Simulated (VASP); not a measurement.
**Cu: relaxation of cell and atoms with PBEsol**

The system is Cu.

```
Cu
1.0
     0.00000    2.41772    2.41772
     2.41772    0.00000    2.41772
     2.41772    2.41772    0.00000
Cu
2
Direct
  0.87500 0.87500 0.87500
  0.12500 0.12500 0.12500
```

```yaml
Program: VASP 6.6.1
Task: relaxation of cell and atoms
Functional: PBEsol
Potentials_or_basis: VASP PAW PBE potentials, release 64 (Cu)
Cutoff: 600 eV
k_mesh: 14 × 14 × 14
Occupations: fermi-dirac, width 0.1 eV
Spin: no spin polarisation
Dipole_correction: no
Further_INCAR_settings: ALGO = Normal; EDIFF = 1e-07; IBRION = 2; EDIFFG = -0.005; NSW = 60; ISIF = 3
```

- Relaxed volume: 18.00 Å³/atom
- Relaxed cell: a = 3.706 Å, b = 3.706 Å, c = 3.706 Å, α = 60.00°, β = 60.00°, γ = 60.00°
- Space group after relaxing (to 0.05 Å): Fd-3m (No. 227)
- Energy gained by relaxing: 278.4 meV/atom
- Ionic steps: 4
- Pressure after relaxing: 0.0 GPa
- Band gap on the k mesh: zero (band 11 reaches 3.70 eV, above the bottom of band 12 at 2.73 eV)

The path:
| step | energy change (eV) | largest force (eV/Å) | pressure (GPa) | volume (Å³) |
| --- | --- | --- | --- | --- |
| 1 | 0.0000 | 0.0000 | 29.12 | 28.27 |
| 2 | -0.4735 | 0.0000 | -5.74 | 40.13 |
| 3 | -0.5566 | 0.0000 | 0.26 | 35.83 |
| 4 | -0.5567 | 0.0000 | -0.04 | 36.00 |

Final structure:
```cif
data_structure
_symmetry_space_group_name_H-M 'P 1'
_symmetry_Int_Tables_number 1
_cell_length_a 3.7062
_cell_length_b 3.7062
_cell_length_c 3.7062
_cell_angle_alpha 60.000
_cell_angle_beta 60.000
_cell_angle_gamma 60.000
_cell_volume 36.00
loop_
_atom_site_label
_atom_site_type_symbol
_atom_site_fract_x
_atom_site_fract_y
_atom_site_fract_z
_atom_site_occupancy
Cu1 Cu 0.87500 0.87500 0.87500 1
Cu2 Cu 0.12500 0.12500 0.12500 1
```

Levels at points of the mesh, in eV from the Fermi level:
```tsv
k point	band 9	band 10	band 11	band 12	band 13	band 14
(0.00, 0.00, 0.00)	-1.96	-1.25	-1.25	10.16	10.16	10.16
(0.50, 0.00, 0.00)	-1.67	-1.35	-1.35	-0.36	7.34	7.34
(0.50, 0.50, 0.00)	-1.25	-1.25	0.24	0.24	3.80	3.80
```

Run time: 96 s on 1 thread of AMD EPYC 9R45 96-Core Processor (Zen 5), with other jobs on the host, peak memory 0.16 GiB.

Caveat: the volume moved by over 15 % at a fixed basis, so the end points are rough; the PAW data sets were made with another functional, which shifts forces and pressure a little.
